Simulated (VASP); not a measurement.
# Os (P6_3/mmc) in VASP: further runs, part 2 of 2

VASP 6.6.1.

### 3 Single point, RPBE

This run uses another cell than the first one, of 14.43 Å³/atom.

Input file INCAR:

```
PREC = Accurate
ENCUT = 520
EDIFF = 1E-7
ISMEAR = -1
SIGMA = 0.1
LREAL = False
LASPH = True
NELM = 60
ALGO = Normal
ISIF = 2
LWAVE = False
LCHARG = False
GGA = RP
NBANDS = 15
```

Input file KPOINTS:

```
Automatic mesh
0
Gamma
  21 21 12
```

Input file POSCAR:

```
Os
1.0
    2.7654675908      0.0000000000      0.0000000000
   -1.3827337954      2.3949651870      0.0000000000
    0.0000000000      0.0000000000      4.3569756451
Os
2
Direct
    0.3333333333      0.6666666667      0.2500000000
    0.6666666667      0.3333333333      0.7500000000
```

Potentials or basis: VASP PAW PBE potentials, release 64 (Os).

Command:

```
cat potpaw_PBE.64/Os/POTCAR > POTCAR
mpirun -np 1 vasp_std > vasp.out
```

OUTCAR:

```text
PREC = Accurate
   ENCUT = 520
   EDIFF = 1E-7
   ISMEAR = -1
   LREAL = False
   LASPH = True
   NELM = 60
   ISIF = 2
   GGA = RP

 ion  position               nearest neighbor table
   1  0.333  0.667  0.250-   2 2.70   2 2.70   2 2.70   2 2.70   2 2.70   2 2.70
   2  0.667  0.333  0.750-   1 2.70   1 2.70   1 2.70   1 2.70   1 2.70   1 2.70

  LATTYP: Found a hexagonal cell.
 ALAT       =     2.7654675908
 C/A-ratio  =     1.5754932944

  Lattice vectors:

 A1 = (   2.7654675908,   0.0000000000,   0.0000000000)
 A2 = (  -1.3827337954,   2.3949651870,   0.0000000000)
 A3 = (   0.0000000000,   0.0000000000,   4.3569756451)

Analysis of symmetry for initial positions (statically):
=====================================================================
 Subroutine PRICEL returns:
 Original cell was already a primitive cell.

 Routine SETGRP: Setting up the symmetry group for a
 hexagonal supercell.

 Subroutine GETGRP returns: Found 24 space group operations
 (whereof 12 operations were pure point group operations)
 out of a pool of 24 trial point group operations.

The static configuration has the point symmetry D_3d.
 The point group associated with its full space group is D_6h.

Analysis of symmetry for dynamics (positions and initial velocities):
=====================================================================
 Subroutine PRICEL returns:
 Original cell was already a primitive cell.

 Routine SETGRP: Setting up the symmetry group for a
 hexagonal supercell.

 Subroutine GETGRP returns: Found 24 space group operations
 (whereof 12 operations were pure point group operations)
 out of a pool of 24 trial point group operations.

The dynamic configuration has the point symmetry D_3d.
 The point group associated with its full space group is D_6h.

 Subroutine INISYM returns: Found 24 space group operations
[... 118 lines left out ...]
  volume/ion in A,a.u.               =      14.43        97.37
  Fermi-wavevector in a.u.,A,eV,Ry     =   1.344922  2.541535 24.610435  1.808816
  Thomas-Fermi vector in A             =   2.472877
   LORBIT       =      0    0 simple, 1 ext, 2 COOP (PROOUT), +10 PAW based schemes
   GGA     = RP    functional components
   LHFCALC =     F    Hartree Fock is set to
   AEXX    =    0.0000 exact exchange contribution
   IVDW    =     0    specifies the selected vdW correction
   LEPSILON=     F    determine dielectric tensor
   LRPA    =     F    only Hartree local field effects (RPA)
 non-spin polarized calculation
  energy-cutoff  :      520.00
  volume of cell :       28.86
 maximum number of plane-waves:       796
 NGX is ok and might be reduce to    24
   NGX = 11   NGY = 11   NGZ = 17

 number of electron      15.9999999 magnetization

 Free energy of the ion-electron system (eV)
  ---------------------------------------------------
  ext. energy  EPLUGINS =         0.00000000
  ---------------------------------------------------
  free energy    TOTEN  =       -21.22364507 eV

  energy without entropy =      -21.18038141  energy(sigma->0) =      -21.20201324

 E-fermi :   9.0958     XC(G=0): -13.8497

 val. band max:        9.0951444423   @ k =   0.1429   0.1429   0.0833
 cond. band min:       9.0963035626   @ k =   0.1905   0.0952   0.0833
 fundamental gap:      0.0011591203
 Fermi energy:         9.0958317655

 k-point     1 :       0.0000    0.0000    0.0000
  band No.  band energies     occupation
      1      -1.5718      2.00000
      2       1.5877      2.00000
      3       6.1585      2.00000
      4       6.1585      2.00000
      5       6.4341      2.00000
      6       6.9640      2.00000
      7       6.9640      2.00000
      8       7.5557      2.00000
      9       7.5557      2.00000
     10       9.1298      0.83154
     11      10.6790      0.00000
     12      10.6790      0.00000
     13      17.8369      0.00000
     14      23.0737      0.00000
[... 401 lines left out ...]
      2       3.0565      2.00000
      3       4.5647      2.00000
      4       4.7385      2.00000
      5       6.1897      2.00000
      6       6.2031      2.00000
      7       7.3896      2.00000
      8       7.9986      1.99997
      9       8.3252      1.99910
     10       9.1240      0.86019
     11      11.2441      0.00000
     12      16.4849      0.00000
     13      17.4332      0.00000
     14      23.0754      0.00000
     15      24.3874      0.00000

 [... further k-points ...]
[... 5 lines left out ...]
  --------------------------------------------------------------------------------------
  -------------------------------------------------------------------------------------
  Total       -0.1185806     -0.1185806      0.0123998     -0.0000000      0.0000000     -0.0000000
  in kB       -6.5837190     -6.5837190      0.6884518     -0.0000000      0.0000000     -0.0000000
  external PRESSURE =      -4.1596621 kB  Pullay stress =       0.0000000 kB

 VOLUME and BASIS-vectors are now :
 -----------------------------------------------------------------------------
  energy-cutoff  :      520.00
  volume of cell :       28.86
      direct lattice vectors                 reciprocal lattice vectors
     2.765467591  0.000000000  0.000000000     0.361602502  0.208771302  0.000000000
    -1.382733795  2.394965187  0.000000000     0.000000000  0.417542604  0.000000000
     0.000000000  0.000000000  4.356975645     0.000000000  0.000000000  0.229517005

 POSITION                                       TOTAL-FORCE (eV/Angst)
 -----------------------------------------------------------------------------------
     -0.00000      1.59664      1.08924        -0.000000      0.000000      0.000000
      1.38273      0.79832      3.26773         0.000000      0.000000      0.000000
 -----------------------------------------------------------------------------------
    total drift:                               -0.000000      0.000000     -0.000000

  FREE ENERGIE OF THE ION-ELECTRON SYSTEM (eV)
  ---------------------------------------------------
  free  energy   TOTEN  =       -21.2236450723 eV

  energy  without entropy=      -21.1803814092  energy(sigma->0) =      -21.20201324
```

OSZICAR:

```text
N       E                     dE             d eps       ncg     rms          rms(c)
DAV:   1     0.103763497129E+03    0.10376E+03   -0.74461E+03 10080   0.102E+03
DAV:   2    -0.177128555354E+02   -0.12148E+03   -0.10640E+03 10318   0.326E+02
DAV:   3    -0.225524528539E+02   -0.48396E+01   -0.46648E+01 13706   0.569E+01
DAV:   4    -0.225900524139E+02   -0.37600E-01   -0.37558E-01 10822   0.522E+00
DAV:   5    -0.225902548214E+02   -0.20241E-03   -0.20240E-03 13804   0.358E-01    0.209E+01
DAV:   6    -0.215394350052E+02    0.10508E+01   -0.90247E-01 12726   0.795E+00    0.946E+00
DAV:   7    -0.212308728132E+02    0.30856E+00   -0.64048E-01 13034   0.659E+00    0.439E-01
DAV:   8    -0.212262251696E+02    0.46476E-02   -0.62669E-03 10360   0.598E-01    0.321E-01
DAV:   9    -0.212236470356E+02    0.25781E-02   -0.16324E-03 12166   0.408E-01    0.427E-02
DAV:  10    -0.212236714729E+02   -0.24437E-04   -0.78953E-05 13111   0.785E-02    0.918E-03
DAV:  11    -0.212236464393E+02    0.25034E-04   -0.46376E-06 11340   0.225E-02    0.182E-03
DAV:  12    -0.212236454584E+02    0.98093E-06   -0.94704E-08 10664   0.315E-03    0.120E-03
DAV:  13    -0.212236451427E+02    0.31568E-06   -0.81880E-09  6769   0.795E-04    0.277E-04
DAV:  14    -0.212236450723E+02    0.70352E-07   -0.21674E-09  5908   0.562E-04
   1 F= -.21223645E+02 E0= -.21202013E+02  d E =-.432637E-01
```

It took 60 s on 1 thread of Intel Xeon 6975P-C (Granite Rapids), shared host; peak memory 0.25 GiB.

Results:

| Quantity | Value |
| --- | --- |
| Free energy | -21.2236 eV |
| Pressure | -0.4 GPa |
| Band gap on the k mesh | zero (bands 8 and 9 overlap by 3.69 eV) |

Caveat: the PAW data sets were made with another functional, which shifts forces and pressure a little; spin-orbit coupling is left out, which moves the levels of the heavy elements.
